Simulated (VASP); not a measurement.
# Ta in VASP: notebook

The runs below take Ta through single point, with PBE.

Everything below comes from runs of VASP 6.6.1. Logs are shortened: lines on timing, memory, paths and dates and some standing lists are left out, and cuts for length are marked.

## (1) The cell of the first run

The typed cell holds 3 atoms: a = 4.713 Å, b = 4.713 Å, c = 2.866 Å, α = 90.00°, β = 90.00°, γ = 120.00°.

## (2) Single point, PBE

Input file INCAR:

```
SYSTEM = Ta
PREC     = Accurate       ! precision mode
ENCUT    = 520            ! plane-wave cutoff, eV
EDIFF    = 1E-6           ! SCF threshold, eV
ISMEAR   = 0              ! smearing method
SIGMA    = 0.1            ! smearing width, eV
LREAL    = .FALSE.        ! projectors in reciprocal space
LASPH    = .TRUE.         ! aspherical terms in the spheres
NELM     = 100            ! most SCF steps
ALGO     = Normal         ! electronic algorithm
ISIF     = 2              ! what is computed and relaxed
LWAVE    = .FALSE.        ! write WAVECAR
LCHARG   = .FALSE.        ! write CHGCAR
GGA      = PE             ! functional
NBANDS   = 24             ! bands
```

Input file KPOINTS:

```
regular mesh
0
G
  6 6 6
  0 0 0
```

Input file POSCAR:

```
Ta
1.0
    4.7125635058      0.0000000030      0.0000000000
   -2.3562817555      4.0811997115      0.0000000000
    0.0000000000      0.0000000000      2.8658817231
Ta
3
Direct
    0.3333333333      0.6666666667      0.1664841794
    0.0000000000      0.0000000000      0.5000000000
    0.6666666667      0.3333333333      0.8335158206
```

Potentials or basis: VASP PAW PBE potentials, release 64 (Ta_pv).

Launch:

```console
> cat potpaw_PBE.64/Ta_pv/POTCAR > POTCAR
> mpirun -np 1 vasp_std > vasp.out
```

OUTCAR:

```text
SYSTEM = Ta
   PREC = Accurate
   ENCUT = 520
   EDIFF = 1E-6
   ISMEAR = 0
   LREAL = .FALSE.
   LASPH = .TRUE.
   NELM = 100
   ISIF = 2
   GGA = PE

 ion  position               nearest neighbor table
   1  0.333  0.667  0.166-   3 2.88   3 2.88   3 2.88   2 2.88   2 2.88   2 2.88   2 3.32   2 3.32
                             2 3.32   3 3.33   3 3.33   3 3.33
   2  0.000  0.000  0.500-   1 2.88   3 2.88   3 2.88   1 2.88   3 2.88   1 2.88   1 3.32   3 3.32
                             1 3.32   3 3.32   1 3.32   3 3.32
   3  0.667  0.333  0.834-   1 2.88   1 2.88   1 2.88   2 2.88   2 2.88   2 2.88   2 3.32   2 3.32
                             2 3.32   1 3.33   1 3.33   1 3.33

  LATTYP: Found a hexagonal cell.
 ALAT       =     4.7125635058
 C/A-ratio  =     0.6081364675

  Lattice vectors:

 A1 = (   4.7125635058,   0.0000000030,   0.0000000000)
 A2 = (  -2.3562817555,   4.0811997115,   0.0000000000)
 A3 = (   0.0000000000,   0.0000000000,   2.8658817231)

Analysis of symmetry for initial positions (statically):
=====================================================================
 Subroutine PRICEL returns:
 Original cell was already a primitive cell.

 Routine SETGRP: Setting up the symmetry group for a
 hexagonal supercell.

 Subroutine GETGRP returns: Found 12 space group operations
 (whereof 12 operations were pure point group operations)
 out of a pool of 24 trial point group operations.

The static configuration has the point symmetry D_3d.

Analysis of symmetry for dynamics (positions and initial velocities):
=====================================================================
 Subroutine PRICEL returns:
 Original cell was already a primitive cell.

 Routine SETGRP: Setting up the symmetry group for a
 hexagonal supercell.

 Subroutine GETGRP returns: Found 12 space group operations
 (whereof 12 operations were pure point group operations)
 out of a pool of 24 trial point group operations.

The dynamic configuration has the point symmetry D_3d.

 Subroutine INISYM returns: Found 12 space group operations
 (whereof 12 operations are pure point group operations),
 and found     1 'primitive' translations

----------------------------------------------------------------------------------------

                                     Primitive cell

  volume of cell :      55.1193

  direct lattice vectors                    reciprocal lattice vectors
     4.712563506  0.000000003  0.000000000     0.212198732  0.122512995  0.000000000
    -2.356281755  4.081199712  0.000000000    -0.000000000  0.245025990  0.000000000
     0.000000000  0.000000000  2.865881723     0.000000000  0.000000000  0.348932753

  length of vectors
     4.712563506  4.712563506  2.865881723     0.245025990  0.245025990  0.348932753

  position of ions in fractional coordinates (direct lattice)
     0.333333333  0.666666667  0.166484179
     0.000000000  0.000000000  0.500000000
     0.666666667  0.333333333  0.833515821

  ion indices of the primitive-cell ions
   primitive index   ion index
                 1           1
                 2           2
                 3           3

----------------------------------------------------------------------------------------

 KPOINTS: regular mesh

Automatic generation of k-mesh.
 Grid dimensions read from file:
 generate k-points for:    6    6    6

 Generating k-lattice:

  Cartesian coordinates                     Fractional coordinates (reciprocal lattice)
     0.035366455  0.020418833  0.000000000     0.166666667  0.000000000  0.000000000
    -0.000000000  0.040837665  0.000000000     0.000000000  0.166666667  0.000000000
     0.000000000  0.000000000  0.058155459     0.000000000  0.000000000  0.166666667

  Length of vectors
     0.040837665  0.040837665  0.058155459

  Shift w.r.t. Gamma in fractional coordinates (k-lattice)
     0.000000000  0.000000000  0.000000000

 Subroutine IBZKPT returns following result:
 ===========================================

 Found     34 irreducible k-points:

 Following reciprocal coordinates:
            Coordinates               Weight
  0.000000  0.000000  0.000000      1.000000
  0.166667  0.000000  0.000000      6.000000
  0.333333  0.000000  0.000000      6.000000
  0.500000  0.000000  0.000000      3.000000
  0.166667  0.166667  0.000000      6.000000
  0.333333  0.166667  0.000000     12.000000
[... 16 lines left out ...]
  0.500000  0.000000  0.333333      6.000000
  0.166667  0.166667  0.333333     12.000000
 [... further k-points ...]
   k-points           NKPTS =     34   k-points in BZ     NKDIM =     34   number of bands    NBANDS=     24
   number of dos      NEDOS =    301   number of ions     NIONS =      3
   total plane-waves  NPLWV =  31104
   dimension x,y,z NGX =    36 NGY =   36 NGZ =   24
   dimension x,y,z NGXF=    72 NGYF=   72 NGZF=   48
   ions per type =               3
   NGX,Y,Z   is equivalent  to a cutoff of  12.70, 12.70, 13.92 a.u.
   NGXF,Y,Z  is equivalent  to a cutoff of  25.40, 25.40, 27.84 a.u.
 SYSTEM =  Ta
   PREC   = accura    normal or accurate (medium, high low for compatibility)
   ISTART =      0    job   : 0-new  1-cont  2-samecut
   ICHARG =      2    charge: 1-file 2-atom 10-const
   ISPIN  =      1    spin polarized calculation?
   LNONCOLLINEAR =      F non collinear calculations
   LSORBIT =      F    spin-orbit coupling
   LASPH  =      T    aspherical Exc in radial PAW
   ENCUT  =  520.0 eV  38.22 Ry    6.18 a.u.   8.76  8.76  5.33*2*pi/ulx,y,z
   NELM   =    100;   NELMIN=  2; NELMDL= -5     # of ELM steps
   EDIFF  = 0.1E-05   stopping-criterion for ELM
   LREAL  =      F    real-space projection
   EDIFFG = 0.1E-04   stopping-criterion for IOM
   NSW    =      0    number of steps for IOM
   IBRION =     -1    ionic relax: 0-MD 1-quasi-New 2-CG
   NFREE  =      0    steps in history (QN), initial steepest desc. (CG)
   ISIF   =      2    stress and relaxation
   ISYM   =      2    0-nonsym 1-usesym 2-fastsym
   POTIM  = 0.5000    time-step for ionic-motion
   TEBEG  =    0.0;   TEEND  =   0.0 temperature during run
   PSTRESS=    0.0 pullay stress
   NELECT =      33.0000    total number of electrons
   NUPDOWN=      -1.0000    fix difference up-down
   EMIN   =  10.00;   EMAX   =-10.00  energy-range for DOS
   EFERMI =   0.00;   METHOD = LEGACY
   ISMEAR =     0;   SIGMA  =   0.10  broadening in eV -4-tet -1-fermi 0-gaus
   EFERMI_NEDOS =   21; number of points for ismear=-14 and -15
   IALGO  =     38    algorithm
   IMIX   =      4    mixing-type and parameters
     AMIX     =   0.40;   BMIX     =  1.00
     AMIX_MAG =   1.60;   BMIX_MAG =  1.00
  volume/ion in A,a.u.               =      18.37       123.99
  Fermi-wavevector in a.u.,A,eV,Ry     =   1.379786  2.607417 25.902896  1.903809
  Thomas-Fermi vector in A             =   2.504723
   LORBIT       =      0    0 simple, 1 ext, 2 COOP (PROOUT), +10 PAW based schemes
   GGA     = PE    functional components
   LHFCALC =     F    Hartree Fock is set to
   AEXX    =    0.0000 exact exchange contribution
   IVDW    =     0    specifies the selected vdW correction
   LEPSILON=     F    determine dielectric tensor
   LRPA    =     F    only Hartree local field effects (RPA)
 non-spin polarized calculation
 Gauss-broadening in eV      SIGMA  =   0.10
  energy-cutoff  :      520.00
  volume of cell :       55.12
 maximum number of plane-waves:      1510
 NGX is ok and might be reduce to    36
   NGX = 17   NGY = 17   NGZ = 11

 number of electron      32.9999990 magnetization

 Free energy of the ion-electron system (eV)
  ---------------------------------------------------
  ext. energy  EPLUGINS =         0.00000000
  ---------------------------------------------------
  free energy    TOTEN  =       -35.40618636 eV

  energy without entropy =      -35.38382062  energy(sigma->0) =      -35.39500349

 E-fermi :   5.3053     XC(G=0): -12.5209

 val. band max:        5.2847049132   @ k =   0.3333   0.3333   0.0000
 cond. band min:       5.3233387979   @ k =   0.3333   0.0000   0.3333
 fundamental gap:      0.0386338846
 Fermi energy:         5.3053210590

 k-point     1 :       0.0000    0.0000    0.0000
  band No.  band energies     occupation
      1     -28.6134      2.00000
      2     -28.6134      2.00000
      3     -28.6133      2.00000
      4     -28.6133      2.00000
      5     -27.9744      2.00000
      6     -27.9735      2.00000
[... 16 lines left out ...]
     23       9.8021      0.00000
     24       9.8053      0.00000

 k-point     2 :       0.1667    0.0000    0.0000
  band No.  band energies     occupation
      1     -28.7853      2.00000
      2     -28.7430      2.00000
      3     -28.4166      2.00000
      4     -28.4031      2.00000
      5     -27.9629      2.00000
      6     -27.9626      2.00000
[... 16 lines left out ...]
     23       9.2810      0.00000
     24      10.0274      0.00000

 k-point     3 :       0.3333    0.0000    0.0000
  band No.  band energies     occupation
      1     -28.9028      2.00000
      2     -28.7111      2.00000
      3     -28.2460      2.00000
      4     -28.2259      2.00000
      5     -28.2236      2.00000
      6     -27.9491      2.00000
[... 16 lines left out ...]
     23       9.5089      0.00000
     24      10.0887      0.00000

 k-point     4 :       0.5000    0.0000    0.0000
  band No.  band energies     occupation
      1     -28.9444      2.00000
      2     -28.5145      2.00000
      3     -28.5143      2.00000
      4     -28.2009      2.00000
      5     -28.0660      2.00000
      6     -28.0650      2.00000
[... 16 lines left out ...]
     23       9.5990      0.00000
     24       9.9061      0.00000

 k-point     5 :       0.1667    0.1667    0.0000
  band No.  band energies     occupation
      1     -28.8108      2.00000
      2     -28.8107      2.00000
      3     -28.2740      2.00000
      4     -28.2739      2.00000
      5     -28.1466      2.00000
      6     -27.9416      2.00000
[... 451 lines left out ...]
 k-point    22 :       0.0000    0.3333    0.3333
  band No.  band energies     occupation
      1     -28.8067      2.00000
      2     -28.7232      2.00000
      3     -28.5543      2.00000
      4     -28.5401      2.00000
      5     -28.2742      2.00000
      6     -28.2387      2.00000
[... 16 lines left out ...]
     23      10.1200      0.00000
     24      10.3537      0.00000

 k-point    23 :       0.5000    0.0000    0.3333
  band No.  band energies     occupation
      1     -28.8103      2.00000
      2     -28.6955      2.00000
      3     -28.5883      2.00000
      4     -28.5660      2.00000
      5     -28.2985      2.00000
      6     -28.2332      2.00000
[... 16 lines left out ...]
     23       9.9058      0.00000
     24      10.0372      0.00000

 k-point    24 :       0.1667    0.1667    0.3333
  band No.  band energies     occupation
      1     -28.7373      2.00000
      2     -28.6801      2.00000
      3     -28.6047      2.00000
      4     -28.4883      2.00000
      5     -28.4049      2.00000
      6     -28.3532      2.00000
[... 16 lines left out ...]
     23      10.0733      0.00000
     24      10.1396      0.00000

 [... further k-points ...]
[... 5 lines left out ...]
  --------------------------------------------------------------------------------------
  -------------------------------------------------------------------------------------
  Total        0.0323260      0.0323260      0.0175884     -0.0000000      0.0000000     -0.0000000
  in kB        0.9396362      0.9396362      0.5112489     -0.0000000      0.0000000     -0.0000000
  external PRESSURE =       0.7968404 kB  Pullay stress =       0.0000000 kB

 VOLUME and BASIS-vectors are now :
 -----------------------------------------------------------------------------
  energy-cutoff  :      520.00
  volume of cell :       55.12
      direct lattice vectors                 reciprocal lattice vectors
     4.712563506  0.000000003  0.000000000     0.212198732  0.122512995  0.000000000
    -2.356281755  4.081199712  0.000000000    -0.000000000  0.245025990  0.000000000
     0.000000000  0.000000000  2.865881723     0.000000000  0.000000000  0.348932753

 POSITION                                       TOTAL-FORCE (eV/Angst)
 -----------------------------------------------------------------------------------
     -0.00000      2.72080      0.47712        -0.000000      0.000000      0.001572
      0.00000      0.00000      1.43294        -0.000000      0.000000      0.000000
      2.35628      1.36040      2.38876         0.000000     -0.000000     -0.001572
 -----------------------------------------------------------------------------------
    total drift:                                0.000000      0.000000      0.000000

  FREE ENERGIE OF THE ION-ELECTRON SYSTEM (eV)
  ---------------------------------------------------
  free  energy   TOTEN  =       -35.4061863611 eV

  energy  without entropy=      -35.3838206174  energy(sigma->0) =      -35.39500349
```

Run time: 14 s. Hardware: 1 thread of Intel Xeon 6975P-C (Granite Rapids), shared host; peak memory 0.19 GiB.

Results:

```yaml
Free_energy: -35.4062 eV
Pressure: 0.1 GPa
```

Levels at points of the mesh, in eV from the Fermi level:
| k point | band 15 | band 16 | band 17 | band 18 | band 19 | band 20 |
| --- | --- | --- | --- | --- | --- | --- |
| (0.00, 0.00, 0.00) | -1.01 | -1.01 | 0.67 | 0.78 | 0.78 | 3.95 |
| (0.50, 0.00, 0.00) | -0.70 | -0.52 | -0.52 | 1.48 | 3.04 | 3.04 |
| (0.00, 0.00, 0.50) | -1.42 | -1.42 | -1.42 | 4.46 | 4.46 | 4.46 |
| (0.50, 0.00, 0.50) | -1.46 | -0.15 | -0.15 | 1.56 | 3.18 | 3.19 |

Caveat: the k points lie up to 0.37 Å⁻¹ apart; spin-orbit coupling is left out, which moves the levels of the heavy elements.

(Continued in part 2 of 2.)
